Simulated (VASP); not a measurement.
# BN (P4_2/mnm) in VASP: further runs, part 2 of 3

VASP 6.6.1. The steps go on from the part before.

**3. Single point, PBE**

This run uses another cell than the first one, of the same volume but with other edges.

INCAR reads:

```
SYSTEM = BN
  PREC = Accurate
  ENCUT = 520
  EDIFF = 1E-7
  ISMEAR = 0
  SIGMA = 0.05
  LREAL = .FALSE.
  LASPH = .TRUE.
  NELM = 80
  ALGO = Normal
  ISIF = 2
  LWAVE = .FALSE.
  LCHARG = .FALSE.
  GGA = PE
  NBANDS = 26
```

KPOINTS reads:

```
Automatic mesh
0
G
  6 6 10
  0 0 0
```

POSCAR reads:

```
BN
1.0
    4.4890000000      0.0000000000      0.0000000000
    0.0000000000      4.4890000000      0.0000000000
    0.0000000000      0.0000000000      2.7021000000
B N
4 4
Direct
    0.1742811368      0.8257188632      0.5000000000
    0.3257188632      0.3257188632      0.0000000000
    0.6742811368      0.6742811368      0.0000000000
    0.8257188632      0.1742811368      0.5000000000
    0.8126115048      0.8126115048      0.5000000000
    0.3126115048      0.6873884952      0.0000000000
    0.6873884952      0.3126115048      0.0000000000
    0.1873884952      0.1873884952      0.5000000000
```

Potentials or basis: VASP PAW PBE potentials, release 64 (B, N).

Command:

```sh
$ cat potpaw_PBE.64/B/POTCAR potpaw_PBE.64/N/POTCAR > POTCAR
$ mpirun -np 1 vasp_std > vasp.out
```

OUTCAR:

```text
SYSTEM = BN
   PREC = Accurate
   ENCUT = 520
   EDIFF = 1E-7
   ISMEAR = 0
   LREAL = .FALSE.
   LASPH = .TRUE.
   NELM = 80
   ISIF = 2
   GGA = PE

 ion  position               nearest neighbor table
   1  0.174  0.826  0.500-   6 1.61   6 1.61   8 1.62   5 1.62
   2  0.326  0.326  0.000-   8 1.61   8 1.61   6 1.62   7 1.62
   3  0.674  0.674  0.000-   5 1.61   5 1.61   7 1.62   6 1.62
   4  0.826  0.174  0.500-   7 1.61   7 1.61   8 1.62   5 1.62
   5  0.813  0.813  0.500-   3 1.61   3 1.61   4 1.62   1 1.62
   6  0.313  0.687  0.000-   1 1.61   1 1.61   3 1.62   2 1.62
   7  0.687  0.313  0.000-   4 1.61   4 1.61   2 1.62   3 1.62
   8  0.187  0.187  0.500-   2 1.61   2 1.61   4 1.62   1 1.62

  LATTYP: Found a simple tetragonal cell.
 ALAT       =     4.4890000000
 C/A-ratio  =     0.6019380708

  Lattice vectors:

 A1 = (   4.4890000000,   0.0000000000,   0.0000000000)
 A2 = (   0.0000000000,   4.4890000000,   0.0000000000)
 A3 = (   0.0000000000,   0.0000000000,   2.7021000000)

Analysis of symmetry for initial positions (statically):
=====================================================================
 Subroutine PRICEL returns:
 Original cell was already a primitive cell.

 Routine SETGRP: Setting up the symmetry group for a
 simple tetragonal supercell.

 Subroutine GETGRP returns: Found 16 space group operations
 (whereof  8 operations were pure point group operations)
 out of a pool of 16 trial point group operations.

The static configuration has the point symmetry D_2h.
 The point group associated with its full space group is D_4h.

Analysis of symmetry for dynamics (positions and initial velocities):
=====================================================================
 Subroutine PRICEL returns:
 Original cell was already a primitive cell.

 Routine SETGRP: Setting up the symmetry group for a
 simple tetragonal supercell.

 Subroutine GETGRP returns: Found 16 space group operations
 (whereof  8 operations were pure point group operations)
 out of a pool of 16 trial point group operations.

The dynamic configuration has the point symmetry D_2h.
 The point group associated with its full space group is D_4h.

 Subroutine INISYM returns: Found 16 space group operations
 (whereof  8 operations are pure point group operations),
 and found     1 'primitive' translations

----------------------------------------------------------------------------------------

                                     Primitive cell

  volume of cell :      54.4503

  direct lattice vectors                    reciprocal lattice vectors
     4.489000000  0.000000000  0.000000000     0.222766763  0.000000000  0.000000000
     0.000000000  4.489000000  0.000000000     0.000000000  0.222766763  0.000000000
     0.000000000  0.000000000  2.702100000     0.000000000  0.000000000  0.370082528

  length of vectors
     4.489000000  4.489000000  2.702100000     0.222766763  0.222766763  0.370082528

  position of ions in fractional coordinates (direct lattice)
     0.174281137  0.825718863  0.500000000
     0.325718863  0.325718863  0.000000000
     0.674281137  0.674281137  0.000000000
     0.825718863  0.174281137  0.500000000
     0.812611505  0.812611505  0.500000000
     0.312611505  0.687388495  0.000000000
[... 40 lines left out ...]
 Following reciprocal coordinates:
            Coordinates               Weight
  0.000000  0.000000  0.000000      1.000000
  0.166667  0.000000  0.000000      4.000000
  0.333333  0.000000  0.000000      4.000000
  0.500000  0.000000  0.000000      2.000000
  0.166667  0.166667  0.000000      4.000000
  0.333333  0.166667  0.000000      8.000000
[... 16 lines left out ...]
  0.333333  0.000000  0.200000      8.000000
  0.500000  0.000000  0.200000      4.000000
 [... further k-points ...]
   k-points           NKPTS =     60   k-points in BZ     NKDIM =     60   number of bands    NBANDS=     26
   number of dos      NEDOS =    301   number of ions     NIONS =      8
   total plane-waves  NPLWV =  25920
   dimension x,y,z NGX =    36 NGY =   36 NGZ =   20
   dimension x,y,z NGXF=    72 NGYF=   72 NGZF=   40
   ions per type =               4   4
   NGX,Y,Z   is equivalent  to a cutoff of  13.33, 13.33, 12.30 a.u.
   NGXF,Y,Z  is equivalent  to a cutoff of  26.66, 26.66, 24.61 a.u.
 SYSTEM =  BN
   PREC   = accura    normal or accurate (medium, high low for compatibility)
   ISTART =      0    job   : 0-new  1-cont  2-samecut
   ICHARG =      2    charge: 1-file 2-atom 10-const
   ISPIN  =      1    spin polarized calculation?
   LNONCOLLINEAR =      F non collinear calculations
   LSORBIT =      F    spin-orbit coupling
   LASPH  =      T    aspherical Exc in radial PAW
   ENCUT  =  520.0 eV  38.22 Ry    6.18 a.u.   8.35  8.35  5.02*2*pi/ulx,y,z
   NELM   =     80;   NELMIN=  2; NELMDL= -5     # of ELM steps
   EDIFF  = 0.1E-06   stopping-criterion for ELM
   LREAL  =      F    real-space projection
   EDIFFG = 0.1E-05   stopping-criterion for IOM
   NSW    =      0    number of steps for IOM
   IBRION =     -1    ionic relax: 0-MD 1-quasi-New 2-CG
   NFREE  =      0    steps in history (QN), initial steepest desc. (CG)
   ISIF   =      2    stress and relaxation
   ISYM   =      2    0-nonsym 1-usesym 2-fastsym
   POTIM  = 0.5000    time-step for ionic-motion
   TEBEG  =    0.0;   TEEND  =   0.0 temperature during run
   PSTRESS=    0.0 pullay stress
   NELECT =      32.0000    total number of electrons
   NUPDOWN=      -1.0000    fix difference up-down
   EMIN   =  10.00;   EMAX   =-10.00  energy-range for DOS
   EFERMI =   0.00;   METHOD = LEGACY
   ISMEAR =     0;   SIGMA  =   0.05  broadening in eV -4-tet -1-fermi 0-gaus
   EFERMI_NEDOS =   21; number of points for ismear=-14 and -15
   IALGO  =     38    algorithm
   IMIX   =      4    mixing-type and parameters
     AMIX     =   0.40;   BMIX     =  1.00
     AMIX_MAG =   1.60;   BMIX_MAG =  1.00
  volume/ion in A,a.u.               =       6.81        45.93
  Fermi-wavevector in a.u.,A,eV,Ry     =   1.371275  2.591334 25.584335  1.880396
  Thomas-Fermi vector in A             =   2.496987
   LORBIT       =      0    0 simple, 1 ext, 2 COOP (PROOUT), +10 PAW based schemes
   GGA     = PE    functional components
   LHFCALC =     F    Hartree Fock is set to
   AEXX    =    0.0000 exact exchange contribution
   IVDW    =     0    specifies the selected vdW correction
   LEPSILON=     F    determine dielectric tensor
   LRPA    =     F    only Hartree local field effects (RPA)
 non-spin polarized calculation
 Gauss-broadening in eV      SIGMA  =   0.05
  energy-cutoff  :      520.00
  volume of cell :       54.45
 maximum number of plane-waves:      1492
 NGX is ok and might be reduce to    36

 number of electron      31.9999996 magnetization

 Free energy of the ion-electron system (eV)
  ---------------------------------------------------
  ext. energy  EPLUGINS =         0.00000000
  ---------------------------------------------------
  free energy    TOTEN  =       -68.42454994 eV

  energy without entropy =      -68.42454994  energy(sigma->0) =      -68.42454994

 E-fermi :   6.1893     XC(G=0): -12.0340

 val. band max:        5.9171852527   @ k =   0.0000   0.0000   0.0000
 cond. band min:      10.7150681368   @ k =   0.0000   0.0000   0.3000
 fundamental gap:      4.7978828842
 Fermi energy:         6.1893044583

 k-point     1 :       0.0000    0.0000    0.0000
  band No.  band energies     occupation
      1     -13.2686      2.00000
      2      -9.4548      2.00000
      3      -9.4548      2.00000
      4      -9.3136      2.00000
      5      -3.1984      2.00000
      6      -2.4456      2.00000
[... 685 lines left out ...]
     25      17.0416      0.00000
     26      17.0428      0.00000

 [... further k-points ...]
[... 5 lines left out ...]
  --------------------------------------------------------------------------------------
  -------------------------------------------------------------------------------------
  Total       -5.4332015     -5.4332015    -16.2939317      0.0000000      0.0000000      0.0000000
  in kB     -159.8695559   -159.8695559   -479.4417441      0.0000000      0.0000000      0.0000000
  external PRESSURE =    -266.3936186 kB  Pullay stress =       0.0000000 kB

 VOLUME and BASIS-vectors are now :
 -----------------------------------------------------------------------------
  energy-cutoff  :      520.00
  volume of cell :       54.45
      direct lattice vectors                 reciprocal lattice vectors
     4.489000000  0.000000000  0.000000000     0.222766763  0.000000000  0.000000000
     0.000000000  4.489000000  0.000000000     0.000000000  0.222766763  0.000000000
     0.000000000  0.000000000  2.702100000     0.000000000  0.000000000  0.370082528

 POSITION                                       TOTAL-FORCE (eV/Angst)
 -----------------------------------------------------------------------------------
      0.78235      3.70665      1.35105        -0.024885      0.024885      0.000000
      1.46215      1.46215      0.00000         0.024885      0.024885      0.000000
      3.02685      3.02685      0.00000        -0.024885     -0.024885     -0.000000
      3.70665      0.78235      1.35105         0.024885     -0.024885     -0.000000
      3.64781      3.64781      1.35105        -0.034790     -0.034790      0.000000
      1.40331      3.08569      0.00000        -0.034790      0.034790     -0.000000
      3.08569      1.40331      0.00000         0.034790     -0.034790      0.000000
      0.84119      0.84119      1.35105         0.034790      0.034790     -0.000000
 -----------------------------------------------------------------------------------
    total drift:                                0.000000      0.000000      0.000000

  FREE ENERGIE OF THE ION-ELECTRON SYSTEM (eV)
  ---------------------------------------------------
  free  energy   TOTEN  =       -68.4245499429 eV

  energy  without entropy=      -68.4245499429  energy(sigma->0) =      -68.42454994
```

It took 58 s on 1 thread of Intel Xeon Platinum 8259CL at 2.50GHz (Skylake/Cascade Lake), shared host; peak memory 0.2 GiB.

What came out:

```yaml
Free_energy: -68.4245 eV
Pressure: -26.6 GPa
Largest_force: 0.049 eV/Å
Band_gap_on_the_k_mesh: 4.80 eV, indirect (least direct gap 5.56 eV)
```

Forces in eV/Å, atoms in the order of the input:
```
B   -0.025  0.025  0.000
B    0.025  0.025  0.000
B   -0.025 -0.025  0.000
B    0.025 -0.025  0.000
N   -0.035 -0.035  0.000
N   -0.035  0.035  0.000
N    0.035 -0.035  0.000
N    0.035  0.035  0.000
```

Stress tensor (GPa, compression positive):
```
-15.99   0.00   0.00
  0.00 -15.99   0.00
  0.00   0.00 -47.94
```

A k mesh can miss the band edges. PBE gaps usually lie below the measured ones, often by a third to a half.

**4. Single point, PBE**

This run uses another cell than the first one, of 6.81 Å³/atom, 1.003 times its volume.

INCAR reads:

```
SYSTEM = BN
PREC     = Accurate       ! precision mode
ENCUT    = 520            ! plane-wave cutoff, eV
EDIFF    = 1E-7           ! SCF threshold, eV
ISMEAR   = 0              ! smearing method
SIGMA    = 0.05           ! smearing width, eV
LREAL    = .False.        ! projectors in reciprocal space
LASPH    = .True.         ! aspherical terms in the spheres
NELM     = 60             ! most SCF steps
ALGO     = Normal         ! electronic algorithm
ISIF     = 2              ! what is computed and relaxed
LWAVE    = .False.        ! write WAVECAR
LCHARG   = .False.        ! write CHGCAR
GGA      = PE             ! functional
NBANDS   = 26             ! bands
```

KPOINTS reads:

```
regular mesh
0
Gamma
  6 6 10
  0 0 0
```

Changes to POSCAR since step 3:

```diff
@@ -2,5 +2,5 @@
 1.0
-    4.4890000000      0.0000000000      0.0000000000
-    0.0000000000      4.4890000000      0.0000000000
-    0.0000000000      0.0000000000      2.7021000000
+    4.5554000000      0.0000000000      0.0000000000
+    0.0000000000      4.5554000000      0.0000000000
+    0.0000000000      0.0000000000      2.6257000000
 B N
```

Potentials or basis: VASP PAW PBE potentials, release 64 (B, N).

Command:

```sh
$ cat potpaw_PBE.64/B/POTCAR potpaw_PBE.64/N/POTCAR > POTCAR
$ mpirun -np 1 vasp_std > vasp.out
```

OUTCAR:

```text
SYSTEM = BN
   PREC = Accurate
   ENCUT = 520
   EDIFF = 1E-7
   ISMEAR = 0
   LREAL = .False.
   LASPH = .True.
   NELM = 60
   ISIF = 2
   GGA = PE

 ion  position               nearest neighbor table
   1  0.174  0.826  0.500-   6 1.59   6 1.59   8 1.65   5 1.65
   2  0.326  0.326  0.000-   8 1.59   8 1.59   6 1.65   7 1.65
   3  0.674  0.674  0.000-   5 1.59   5 1.59   7 1.65   6 1.65
   4  0.826  0.174  0.500-   7 1.59   7 1.59   8 1.65   5 1.65
   5  0.813  0.813  0.500-   3 1.59   3 1.59   4 1.65   1 1.65
   6  0.313  0.687  0.000-   1 1.59   1 1.59   3 1.65   2 1.65
   7  0.687  0.313  0.000-   4 1.59   4 1.59   2 1.65   3 1.65
   8  0.187  0.187  0.500-   2 1.59   2 1.59   4 1.65   1 1.65

  LATTYP: Found a simple tetragonal cell.
 ALAT       =     4.5554000000
 C/A-ratio  =     0.5763928524

  Lattice vectors:

 A1 = (   4.5554000000,   0.0000000000,   0.0000000000)
 A2 = (   0.0000000000,   4.5554000000,   0.0000000000)
 A3 = (   0.0000000000,   0.0000000000,   2.6257000000)

Analysis of symmetry for initial positions (statically):
=====================================================================
 Subroutine PRICEL returns:
[... 188 lines left out ...]
 val. band max:        5.8027142688   @ k =   0.0000   0.0000   0.0000
 cond. band min:      10.6522050044   @ k =   0.0000   0.0000   0.3000
 fundamental gap:      4.8494907357
 Fermi energy:         6.0229973313

 k-point     1 :       0.0000    0.0000    0.0000
  band No.  band energies     occupation
      1     -13.2625      2.00000
      2      -9.6748      2.00000
      3      -9.6748      2.00000
      4      -9.3040      2.00000
      5      -3.5737      2.00000
      6      -2.4615      2.00000
[... 685 lines left out ...]
     25      17.0683      0.00000
     26      17.0684      0.00000

 [... further k-points ...]
[... 5 lines left out ...]
  --------------------------------------------------------------------------------------
  -------------------------------------------------------------------------------------
  Total       -8.5845075     -8.5845075     -9.7110319      0.0000000      0.0000000      0.0000000
  in kB     -252.4223618   -252.4223618   -285.5471457      0.0000000      0.0000000      0.0000000
  external PRESSURE =    -263.4639564 kB  Pullay stress =       0.0000000 kB

 VOLUME and BASIS-vectors are now :
 -----------------------------------------------------------------------------
  energy-cutoff  :      520.00
  volume of cell :       54.49
      direct lattice vectors                 reciprocal lattice vectors
     4.555400000  0.000000000  0.000000000     0.219519691  0.000000000  0.000000000
     0.000000000  4.555400000  0.000000000     0.000000000  0.219519691  0.000000000
     0.000000000  0.000000000  2.625700000     0.000000000  0.000000000  0.380850821

 POSITION                                       TOTAL-FORCE (eV/Angst)
 -----------------------------------------------------------------------------------
      0.79392      3.76148      1.31285         0.031517     -0.031517     -0.000000
      1.48378      1.48378      0.00000        -0.031517     -0.031517     -0.000000
      3.07162      3.07162      0.00000         0.031517      0.031517      0.000000
      3.76148      0.79392      1.31285        -0.031517      0.031517     -0.000000
      3.70177      3.70177      1.31285         0.115517      0.115517      0.000000
      1.42407      3.13133      0.00000         0.115517     -0.115517     -0.000000
      3.13133      1.42407      0.00000        -0.115517      0.115517      0.000000
      0.85363      0.85363      1.31285        -0.115517     -0.115517     -0.000000
 -----------------------------------------------------------------------------------
    total drift:                                0.000000      0.000000      0.000000

  FREE ENERGIE OF THE ION-ELECTRON SYSTEM (eV)
  ---------------------------------------------------
  free  energy   TOTEN  =       -68.5933461096 eV

  energy  without entropy=      -68.5933461096  energy(sigma->0) =      -68.59334611
```

OSZICAR:

```text
N       E                     dE             d eps       ncg     rms          rms(c)
DAV:   1     0.108130346058E+03    0.10813E+03   -0.16564E+04  3120   0.119E+03
DAV:   2    -0.652728765680E+02   -0.17340E+03   -0.16276E+03  4192   0.269E+02
DAV:   3    -0.721672360375E+02   -0.68944E+01   -0.68492E+01  4270   0.509E+01
DAV:   4    -0.722211080244E+02   -0.53872E-01   -0.53804E-01  3862   0.478E+00
DAV:   5    -0.722218641331E+02   -0.75611E-03   -0.75567E-03  4202   0.537E-01    0.126E+01
DAV:   6    -0.688150988154E+02    0.34068E+01   -0.92119E+00  3966   0.171E+01    0.571E+00
DAV:   7    -0.686424263660E+02    0.17267E+00   -0.49756E-01  3870   0.424E+00    0.367E+00
DAV:   8    -0.685960269337E+02    0.46399E-01   -0.14644E-01  3610   0.228E+00    0.396E-01
DAV:   9    -0.685925928097E+02    0.34341E-02   -0.80164E-03  3890   0.620E-01    0.156E-01
DAV:  10    -0.685933152562E+02   -0.72245E-03   -0.14927E-03  3798   0.233E-01    0.494E-02
DAV:  11    -0.685933438669E+02   -0.28611E-04   -0.23978E-04  3926   0.943E-02    0.203E-02
DAV:  12    -0.685933452155E+02   -0.13487E-05   -0.28710E-05  3984   0.365E-02    0.443E-03
DAV:  13    -0.685933460960E+02   -0.88050E-06   -0.13411E-06  3660   0.844E-03    0.157E-03
DAV:  14    -0.685933461096E+02   -0.13518E-07   -0.63592E-08  2820   0.188E-03
   1 F= -.68593346E+02 E0= -.68593346E+02  d E =-.582816E-12
```

stdout:

```text
POSCAR found type information on POSCAR B N
 POSCAR found :  2 types and       8 ions
 scaLAPACK will be used
 LDA part: xc-table for (Slater+PW92), standard interpolation
 POSCAR, INCAR and KPOINTS ok, starting setup
 FFT: planning ... GRIDC
 FFT: planning ... GRID_SOFT
 FFT: planning ... GRID
 WAVECAR not read
 entering main loop
```

It took 57 s on 1 thread of Intel Xeon Platinum 8259CL at 2.50GHz (Skylake/Cascade Lake), shared host; peak memory 0.2 GiB.

Results:

| Quantity | Value |
| --- | --- |
| Free energy | -68.5933 eV |
| Pressure | -26.3 GPa |
| Largest force | 0.163 eV/Å |
| Band gap on the k mesh | 4.85 eV, indirect (least direct gap 5.84 eV) |

Forces on the atoms (eV/Å):
```
B    0.032 -0.032  0.000
B   -0.032 -0.032  0.000
B    0.032  0.032  0.000
B   -0.032  0.032  0.000
N    0.116  0.116  0.000
N    0.116 -0.116  0.000
N   -0.116  0.116  0.000
N   -0.116 -0.116  0.000
```

Levels at points of the mesh, in eV from the valence-band top:
| k point | band 12 | band 13 | band 14 | band 15 | band 16 | band 17 | band 18 | band 19 | band 20 | band 21 |
| --- | --- | --- | --- | --- | --- | --- | --- | --- | --- | --- |
| (0.00, 0.00, 0.00) | -2.11 | -0.41 | -0.17 | 0.00 | 0.00 | 6.65 | 7.26 | 7.91 | 7.91 | 8.23 |
| (0.50, 0.00, 0.00) | -3.21 | -1.32 | -1.32 | -1.16 | -1.16 | 7.57 | 7.57 | 7.99 | 7.99 | 8.28 |
| (0.50, 0.50, 0.00) | -2.81 | -2.42 | -2.42 | -2.25 | -2.25 | 7.12 | 7.12 | 7.79 | 7.79 | 8.52 |
| (0.00, 0.00, 0.50) | -4.38 | -3.81 | -3.81 | -3.08 | -3.08 | 6.44 | 6.44 | 9.66 | 9.66 | 10.82 |
| (0.50, 0.00, 0.50) | -4.19 | -3.22 | -3.22 | -2.01 | -2.01 | 6.50 | 6.50 | 8.52 | 8.52 | 8.63 |
| (0.50, 0.50, 0.50) | -3.23 | -2.68 | -2.68 | -2.25 | -2.25 | 5.96 | 5.96 | 6.47 | 6.47 | 8.13 |

[end of part 2 of 3]
